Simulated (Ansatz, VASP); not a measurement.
Mg2BeS3 in VASP and in Ansatz

```
CELL_PARAMETERS angstrom
2.56536 -5.68434 0.00000
2.56536 5.68434 0.00000
0.00000 0.00000 3.67514
ATOMIC_POSITIONS crystal
Mg 0.64807 0.35193 0.50000
Mg 0.35193 0.64807 0.50000
Be 0.00000 0.00000 0.00000
S 0.13436 0.86564 0.50000
S 0.86564 0.13436 0.50000
S 0.50000 0.50000 0.00000
```

Change from the starting cell: species swapped into the Li2BiO3 type (Cmmm, No. 65).

Alike in both runs: functional PBE; k mesh 3 × 3 × 3; occupations gaussian, width 0.15 eV; no spin polarisation.

Ansatz relaxed the structure, and its values are those at the end. VASP's run is a single point on that final structure, the one shown.

```csv
,VASP,Ansatz
version,VASP 6.6.1,Ansatz 0.2.0
potentials or method,"VASP PAW PBE potentials, release 64 (Mg, Be, S), cutoff 600 eV","scalar-relativistic, plane waves, PAW"
valence electrons in the cell,24,40
```

```csv
,VASP,Ansatz,Ansatz less VASP
gap on the k mesh at the Fermi level (eV),2.35,2.35,0.000
least direct gap on the mesh (eV),2.65,2.65,0.000
pressure (GPa),-0.2,0.0,+0.16
```

With one functional, cell and mesh, what is left measures potentials, basis and numerics. VASP's potentials hold 24 valence electrons a cell and Ansatz's 40, so a difference there can come from the potentials and not from the codes.

The k mesh is coarse, so the values compare programs but aren't converged.
